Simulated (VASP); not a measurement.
# ScSbPt3 (Pm-3m) in VASP: further runs, part 2 of 2

VASP 6.6.1.

### 5 Relaxation of cell and atoms, r2SCAN

File POSCAR:

```
ScSbPt3
1.0
    4.4474276834      0.0000000000      0.0000000000
    0.0000000000      4.4474276834      0.0000000000
    0.0000000000      0.0000000000      4.4474276834
Sc Sb Pt
1 1 3
Direct
    0.0000000000      0.0000000000      0.0000000000
    0.5000000000      0.5000000000      0.5000000000
    0.0000000000      0.5000000000      0.5000000000
    0.5000000000      0.0000000000      0.5000000000
    0.5000000000      0.5000000000      0.0000000000
```

File INCAR.step1:

```
SYSTEM = ScSbPt3
ALGO     = Normal         ! electronic algorithm
EDIFF    = 1E-4           ! SCF threshold, eV
ENCUT    = 600            ! plane-wave cutoff, eV
GGA      = PE             ! functional
ISMEAR   = 0              ! smearing method
LASPH    = .True.         ! aspherical terms in the spheres
LCHARG   = .False.        ! write CHGCAR
LREAL    = .False.        ! projectors in reciprocal space
LWAVE    = .True.         ! write WAVECAR
NELM     = 100            ! most SCF steps
PREC     = Accurate       ! precision mode
SIGMA    = 0.1            ! smearing width, eV
```

File INCAR.step2:

```
SYSTEM = ScSbPt3
ALGO     = Normal         ! electronic algorithm
EDIFF    = 1E-6           ! SCF threshold, eV
EDIFFG   = -0.04          ! ionic threshold
ENCUT    = 600            ! plane-wave cutoff, eV
IBRION   = 2              ! ionic algorithm
ISIF     = 3              ! what is computed and relaxed
ISMEAR   = 0              ! smearing method
ISTART   = 1            
LASPH    = .True.         ! aspherical terms in the spheres
LCHARG   = .False.        ! write CHGCAR
LMIXTAU  = .True.       
LREAL    = .False.        ! projectors in reciprocal space
LWAVE    = .False.        ! write WAVECAR
METAGGA  = R2SCAN         ! meta-GGA
NELM     = 100            ! most SCF steps
NSW      = 90             ! ionic steps
PREC     = Accurate       ! precision mode
SIGMA    = 0.1            ! smearing width, eV
```

File KPOINTS:

```
k-points
0
Gamma
  4 4 4
  0 0 0
```

Potentials or basis: VASP PAW PBE potentials, release 64 (Sc_sv, Sb, Pt).

Command:

```console
$ cat potpaw_PBE.64/Sc_sv/POTCAR potpaw_PBE.64/Sb/POTCAR potpaw_PBE.64/Pt/POTCAR > POTCAR
$ cp INCAR.step1 INCAR
$ mpirun -np 1 vasp_std > vasp.out
$ cp INCAR.step2 INCAR
$ mpirun -np 1 vasp_std > vasp.out
```

OUTCAR:

```text
SYSTEM = ScSbPt3
   EDIFF = 1E-6
   EDIFFG = -0.04
   ENCUT = 600
   IBRION = 2
   ISIF = 3
   ISMEAR = 0
   ISTART = 1
   LASPH = .True.
   LREAL = .False.
   METAGGA = R2SCAN
   NELM = 100
   NSW = 90
   PREC = Accurate

 ion  position               nearest neighbor table
   1  0.000  0.000  0.000-   3 3.14   4 3.14   5 3.14   3 3.14   4 3.14   3 3.14   5 3.14   3 3.14
                             4 3.14   5 3.14   4 3.14   5 3.14
   2  0.500  0.500  0.500-   3 2.22   4 2.22   5 2.22   5 2.22   4 2.22   3 2.22
   3  0.000  0.500  0.500-   2 2.22   2 2.22   4 3.14   5 3.14   1 3.14   5 3.14   1 3.14   4 3.14
                             1 3.14   1 3.14   4 3.14   5 3.14   5 3.14   4 3.14
   4  0.500  0.000  0.500-   2 2.22   2 2.22   3 3.14   5 3.14   1 3.14   5 3.14   1 3.14   3 3.14
                             5 3.14   5 3.14   1 3.14   3 3.14   1 3.14   3 3.14
   5  0.500  0.500  0.000-   2 2.22   2 2.22   3 3.14   4 3.14   1 3.14   3 3.14   4 3.14   1 3.14
                             4 3.14   4 3.14   1 3.14   3 3.14   3 3.14   1 3.14

  LATTYP: Found a simple cubic cell.
 ALAT       =     4.4474276834

  Lattice vectors:

 A1 = (   4.4474276834,   0.0000000000,   0.0000000000)
 A2 = (   0.0000000000,   4.4474276834,   0.0000000000)
 A3 = (   0.0000000000,   0.0000000000,   4.4474276834)

Analysis of symmetry for initial positions (statically):
=====================================================================
 Subroutine PRICEL returns:
 Original cell was already a primitive cell.

 Routine SETGRP: Setting up the symmetry group for a
 simple cubic supercell.

 Subroutine GETGRP returns: Found 48 space group operations
 (whereof 48 operations were pure point group operations)
 out of a pool of 48 trial point group operations.

The static configuration has the point symmetry O_h .

Analysis of symmetry for dynamics (positions and initial velocities):
=====================================================================
 Subroutine PRICEL returns:
 Original cell was already a primitive cell.

 Routine SETGRP: Setting up the symmetry group for a
 simple cubic supercell.

 Subroutine GETGRP returns: Found 48 space group operations
 (whereof 48 operations were pure point group operations)
 out of a pool of 48 trial point group operations.

The dynamic configuration has the point symmetry O_h .

 Subroutine INISYM returns: Found 48 space group operations
 (whereof 48 operations are pure point group operations),
 and found     1 'primitive' translations

----------------------------------------------------------------------------------------

                                     Primitive cell

  volume of cell :      87.9684

  direct lattice vectors                    reciprocal lattice vectors
     4.447427683  0.000000000  0.000000000     0.224849075  0.000000000  0.000000000
     0.000000000  4.447427683  0.000000000     0.000000000  0.224849075  0.000000000
     0.000000000  0.000000000  4.447427683     0.000000000  0.000000000  0.224849075

  length of vectors
     4.447427683  4.447427683  4.447427683     0.224849075  0.224849075  0.224849075

  position of ions in fractional coordinates (direct lattice)
     0.000000000  0.000000000  0.000000000
     0.500000000  0.500000000  0.500000000
     0.000000000  0.500000000  0.500000000
     0.500000000  0.000000000  0.500000000
     0.500000000  0.500000000  0.000000000

  ion indices of the primitive-cell ions
   primitive index   ion index
                 1           1
                 2           2
                 3           3
                 4           4
                 5           5

----------------------------------------------------------------------------------------

 KPOINTS: k-points

Automatic generation of k-mesh.
 Grid dimensions read from file:
 generate k-points for:    4    4    4

 Generating k-lattice:

  Cartesian coordinates                     Fractional coordinates (reciprocal lattice)
     0.056212269  0.000000000  0.000000000     0.250000000  0.000000000  0.000000000
     0.000000000  0.056212269  0.000000000     0.000000000  0.250000000  0.000000000
     0.000000000  0.000000000  0.056212269     0.000000000  0.000000000  0.250000000

  Length of vectors
     0.056212269  0.056212269  0.056212269

  Shift w.r.t. Gamma in fractional coordinates (k-lattice)
     0.000000000  0.000000000  0.000000000

 Subroutine IBZKPT returns following result:
 ===========================================

 Found     10 irreducible k-points:

 Following reciprocal coordinates:
            Coordinates               Weight
  0.000000  0.000000  0.000000      1.000000
  0.250000  0.000000  0.000000      6.000000
  0.500000  0.000000  0.000000      3.000000
  0.250000  0.250000  0.000000     12.000000
  0.500000  0.250000  0.000000     12.000000
  0.500000  0.500000  0.000000      3.000000
  0.250000  0.250000  0.250000      8.000000
  0.500000  0.250000  0.250000     12.000000
  0.500000  0.500000  0.250000      6.000000
  0.500000  0.500000  0.500000      1.000000
   k-points           NKPTS =     10   k-points in BZ     NKDIM =     10   number of bands    NBANDS=     27
   number of dos      NEDOS =    301   number of ions     NIONS =      5
   total plane-waves  NPLWV =  46656
   dimension x,y,z NGX =    36 NGY =   36 NGZ =   36
   dimension x,y,z NGXF=    72 NGYF=   72 NGZF=   72
   ions per type =               1   1   3
   NGX,Y,Z   is equivalent  to a cutoff of  13.46, 13.46, 13.46 a.u.
   NGXF,Y,Z  is equivalent  to a cutoff of  26.91, 26.91, 26.91 a.u.
 SYSTEM =  ScSbPt3
   PREC   = accura    normal or accurate (medium, high low for compatibility)
   ISTART =      1    job   : 0-new  1-cont  2-samecut
   ICHARG =      0    charge: 1-file 2-atom 10-const
   ISPIN  =      1    spin polarized calculation?
   LNONCOLLINEAR =      F non collinear calculations
   LSORBIT =      F    spin-orbit coupling
   LASPH  =      T    aspherical Exc in radial PAW
   ENCUT  =  600.0 eV  44.10 Ry    6.64 a.u.   8.88  8.88  8.88*2*pi/ulx,y,z
   NELM   =    100;   NELMIN=  2; NELMDL=  0     # of ELM steps
   EDIFF  = 0.1E-05   stopping-criterion for ELM
   LREAL  =      F    real-space projection
   EDIFFG = -.4E-01   stopping-criterion for IOM
   NSW    =     90    number of steps for IOM
   IBRION =      2    ionic relax: 0-MD 1-quasi-New 2-CG
   NFREE  =      1    steps in history (QN), initial steepest desc. (CG)
   ISIF   =      3    stress and relaxation
   ISYM   =      2    0-nonsym 1-usesym 2-fastsym
   POTIM  = 0.5000    time-step for ionic-motion
   TEBEG  =    0.0;   TEEND  =   0.0 temperature during run
   PSTRESS=    0.0 pullay stress
   NELECT =      46.0000    total number of electrons
   NUPDOWN=      -1.0000    fix difference up-down
   EMIN   =  10.00;   EMAX   =-10.00  energy-range for DOS
   EFERMI =   0.00;   METHOD = LEGACY
   ISMEAR =     0;   SIGMA  =   0.10  broadening in eV -4-tet -1-fermi 0-gaus
   EFERMI_NEDOS =   21; number of points for ismear=-14 and -15
   IALGO  =     38    algorithm
   IMIX   =      4    mixing-type and parameters
     AMIX     =   0.40;   BMIX     =  1.00
     AMIX_MAG =   1.60;   BMIX_MAG =  1.00
  volume/ion in A,a.u.               =      17.59       118.73
  Fermi-wavevector in a.u.,A,eV,Ry     =   1.318920  2.492398 23.668024  1.739551
  Thomas-Fermi vector in A             =   2.448856
   LORBIT       =      0    0 simple, 1 ext, 2 COOP (PROOUT), +10 PAW based schemes
   METAGGA = R2SCAN    functional components
   LHFCALC =     F    Hartree Fock is set to
   AEXX    =    0.0000 exact exchange contribution
   IVDW    =     0    specifies the selected vdW correction
   LEPSILON=     F    determine dielectric tensor
   LRPA    =     F    only Hartree local field effects (RPA)
 conjugate gradient relaxation of ions
 non-spin polarized calculation
 Gauss-broadening in eV      SIGMA  =   0.10
  energy-cutoff  :      600.00
  volume of cell :       87.97
 maximum number of plane-waves:      3016
 NGX is ok and might be reduce to    36
   NGX = 17   NGY = 17   NGZ = 17

--------------------------------------- Ionic step        1  -------------------------------------------

 number of electron      45.9999994 magnetization

 Free energy of the ion-electron system (eV)
  ---------------------------------------------------
  ext. energy  EPLUGINS =         0.00000000
  ---------------------------------------------------
  free energy    TOTEN  =      -186.56794491 eV

  energy without entropy =     -186.55710233  energy(sigma->0) =     -186.56252362

 E-fermi :  10.3048     XC(G=0): -12.8567

 val. band max:       10.0340259823   @ k =   0.2500   0.2500   0.0000
 cond. band min:      10.3658691113   @ k =   0.5000   0.2500   0.0000
 fundamental gap:      0.3318431290
 Fermi energy:        10.3047644481

 k-point     1 :       0.0000    0.0000    0.0000
  band No.  band energies     occupation
      1     -43.2400      2.00000
      2     -20.8293      2.00000
      3     -20.8293      2.00000
      4     -20.8293      2.00000
      5      -5.5589      2.00000
      6       2.8234      2.00000
[... 749 lines left out ...]
  energy  without entropy=     -190.4608889605  energy(sigma->0) =     -190.46571252

--------------------------------------- Ionic step        5  -------------------------------------------

 number of electron      45.9999991 magnetization

 Free energy of the ion-electron system (eV)
  ---------------------------------------------------
  ext. energy  EPLUGINS =         0.00000000
  ---------------------------------------------------
  free energy    TOTEN  =      -190.48238260 eV

  energy without entropy =     -190.47294819  energy(sigma->0) =     -190.47766539

 E-fermi :   6.5375     XC(G=0): -11.2821

 val. band max:        6.2649965705   @ k =   0.2500   0.2500   0.0000
 cond. band min:       6.5891886074   @ k =   0.5000   0.2500   0.0000
 fundamental gap:      0.3241920369
 Fermi energy:         6.5374739884

 k-point     1 :       0.0000    0.0000    0.0000
  band No.  band energies     occupation
      1     -47.5856      2.00000
      2     -25.1278      2.00000
      3     -25.1278      2.00000
      4     -25.1278      2.00000
      5      -6.5959      2.00000
      6       1.1230      2.00000
[... 321 lines left out ...]
  FREE ENERGIE OF THE ION-ELECTRON SYSTEM (eV)
  ---------------------------------------------------
  free  energy   TOTEN  =      -190.4823826011 eV

  energy  without entropy=     -190.4729481868  energy(sigma->0) =     -190.47766539

 reached required accuracy - stopping structural energy minimisation
```

Run time: 15 min. Hardware: 1 thread of Intel Xeon 6975P-C (Granite Rapids), shared host; peak memory 0.25 GiB.

Results:

- Free energy: -190.4824 eV
- Relaxed volume: 23.10 Å³/atom
- Relaxed cell: a = 4.870 Å, b = 4.870 Å, c = 4.870 Å, α = 90.00°, β = 90.00°, γ = 90.00°
- Space group after relaxing (to 0.1 Å): Pm-3m (No. 221)
- Pressure after relaxing: 0.0 GPa
- Band gap on the k mesh: zero (bands 23 and 24 overlap by 0.96 eV)

Final structure:
```cif
data_structure
_symmetry_space_group_name_H-M 'P 1'
_symmetry_Int_Tables_number 1
_cell_length_a 4.8701
_cell_length_b 4.8701
_cell_length_c 4.8701
_cell_angle_alpha 90.000
_cell_angle_beta 90.000
_cell_angle_gamma 90.000
_cell_volume 115.51
loop_
_atom_site_label
_atom_site_type_symbol
_atom_site_fract_x
_atom_site_fract_y
_atom_site_fract_z
_atom_site_occupancy
Sc1 Sc 0.00000 0.00000 0.00000 1
Sb1 Sb 0.50000 0.50000 0.50000 1
Pt1 Pt 0.00000 0.50000 0.50000 1
Pt2 Pt 0.50000 0.00000 0.50000 1
Pt3 Pt 0.50000 0.50000 0.00000 1
```

Caveat: the volume moved by over 15 % at a fixed basis, so the end points are rough; the PAW data sets were made with another functional, which shifts forces and pressure a little; spin-orbit coupling is left out, which moves the levels of the heavy elements.

### 6 Summary

| task | cell | k mesh | cutoff (eV) | gap on the mesh (eV) | pressure (GPa) |
| --- | --- | --- | --- | --- | --- |
| single point | a = 4.447 Å, 5 atoms | 4 × 4 × 4 | 520 | none | 58.9 |
| single point | a = 4.870 Å, 5 atoms | 4 × 4 × 4 | 520 | none | 0.0 |
| single point | a = 4.882 Å, 5 atoms | 8 × 8 × 8 | 520 | none | 0.0 |
| relaxation of cell and atoms | relaxed from a = 4.447 Å, 5 atoms | 4 × 4 × 4 | 600 | none | 0.0 |

Alike in all rows: level r2SCAN; potentials or basis VASP PAW PBE potentials, release 64 (Sc_sv, Sb, Pt); no spin polarisation; smearing gaussian 0.1 eV.

Caveats: the PAW data sets were made with another functional, which shifts forces and pressure a little; spin-orbit coupling is left out, which moves the levels of the heavy elements; the cell stands under pressure (at least some runs); the volume moved by over 15 % at a fixed basis, so the end points are rough (at least some runs).

Total energies depend on the potentials used, so only differences within one code and one set of settings carry meaning.
